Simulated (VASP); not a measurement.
A run of VASP 6.6.1 is set up as follows.

Contents of INCAR:

```
SYSTEM = BaTiO3
PREC = Accurate ; ENCUT = 520
EDIFF = 1E-7 ; ISMEAR = 0
SIGMA = 0.05 ; LREAL = .False.
LASPH = .True. ; NELM = 60
ALGO = Normal ; ISIF = 2
LWAVE = .False. ; LCHARG = .False.
GGA = PE ; NBANDS = 28
```

The input KPOINTS:

```
regular mesh
0
Gamma
  8 8 8
  0 0 0
```

File POSCAR:

```
BaTiO3
1.0
    4.3407704104      0.0000000000      0.0000000000
    0.0000000000      4.3407704104      0.0000000000
    0.0000000000      0.0000000000      4.1800525732
Ba Ti O
1 1 3
Direct
    0.0000000000      0.0000000000      0.0000000000
    0.5000000000      0.5000000000      0.5000000000
    0.5000000000      0.5000000000      0.0000000000
    0.5000000000      0.0000000000      0.5000000000
    0.0000000000      0.5000000000      0.5000000000
```

Potentials or basis: VASP PAW PBE potentials, release 64 (Ba_sv, Ti_sv, O).

Run with:

```bash
$ cat potpaw_PBE.64/Ba_sv/POTCAR potpaw_PBE.64/Ti_sv/POTCAR potpaw_PBE.64/O/POTCAR > POTCAR
$ mpirun -np 1 vasp_std > vasp.out
```

Question: Estimate the pressure.

Answer: -19.3 GPa.

Question: What does it give for the band gap on the k mesh?

Answer: 1.28 eV, indirect (least direct gap 1.55 eV).

Stress tensor (GPa, compression positive):
```
-20.12   0.00   0.00
  0.00 -20.12   0.00
  0.00   0.00 -17.59
```

Caveat: the cell differs from its parent crystal (strain +0.080 along x and y, +0.040 along z); spin-orbit coupling is left out, which moves the levels of the heavy elements. A k mesh can miss the band edges.
